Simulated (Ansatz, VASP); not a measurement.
Co in VASP and in Ansatz

The input INCAR:

```
SYSTEM = Co
PREC     = Accurate       ! precision mode
ENCUT    = 520            ! plane-wave cutoff, eV
EDIFF    = 1E-6           ! SCF threshold, eV
ISMEAR   = -1             ! smearing method
SIGMA    = 0.05           ! smearing width, eV
LREAL    = .False.        ! projectors in reciprocal space
LASPH    = .True.         ! aspherical terms in the spheres
NELM     = 150            ! most SCF steps
ALGO     = Normal         ! electronic algorithm
ISIF     = 2              ! what is computed and relaxed
LWAVE    = .False.        ! write WAVECAR
LCHARG   = .False.        ! write CHGCAR
ISPIN    = 2              ! spin polarisation
MAGMOM   = 2 2            ! initial moments
LORBIT   = 11             ! projections on sites
LMAXMIX  = 4              ! l up to which the mixer works
GGA      = PE             ! functional
NBANDS   = 20             ! bands
```

File KPOINTS:

```
Automatic mesh
0
Gamma
  19 19 10
  0 0 0
```

Contents of POSCAR:

```
Co
1.0
    2.4680156958      0.0000000000      0.0000000000
   -1.2340078479      2.1373642896      0.0000000000
    0.0000000000      0.0000000000      4.0081971921
Co
2
Direct
    0.3333333333      0.6666666667      0.2500000000
    0.6666666667      0.3333333333      0.7500000000
```

Input for Ansatz:

```yaml
crystal:
  lattice:
    - [2.4680156958, 0.0, 0.0]
    - [-1.2340078479, 2.1373642896, 0.0]
    - [0.0, 0.0, 4.0081971921]
  atoms:
    - { symbol: Co, position: [0.3333333333, 0.6666666667, 0.25], spin: 2.0 }
    - { symbol: Co, position: [0.6666666667, 0.3333333333, 0.75], spin: 2.0 }
magnetization:
  spin_polarized: true
kpoints:
  mp_grid: { grid: [19, 19, 10] }
scf:
  occupations: { method: fermi_dirac, width: 0.05 }
hamiltonian:
  xc: pbe
  pseudopotentials: { kind: all_electron, lapw: { basis_error: 0.0005 } }
output:
  forces: true
  stress: true
  eigenvalues: true
```

Change from the starting cell: volume scaled by 0.9405.

Alike in both runs: task single point; functional PBE; k mesh 19 × 19 × 10; occupations fermi-dirac, width 0.05 eV; collinear spin.

|  | VASP | Ansatz |
| --- | --- | --- |
| version | VASP 6.6.1 | Ansatz 0.2.0 |
| potentials or method | VASP PAW PBE potentials, release 64 (Co), cutoff 520 eV | all-electron LAPW, scalar-relativistic |

```tsv
	VASP	Ansatz	Ansatz less VASP
pressure (GPa)	5.2	6.0	+0.76
traceless stress, the component that is largest in VASP (GPa)	-1.12	-1.10	+0.027
net moment per atom (μB)	1.58	1.59	+0.009
size of the moment on the site where the two differ most (μB)	1.60	1.64	+0.046
```

Site moments also hang on the region over which each program counts them. Ansatz ran all-electron here, and VASP with PAW potentials.
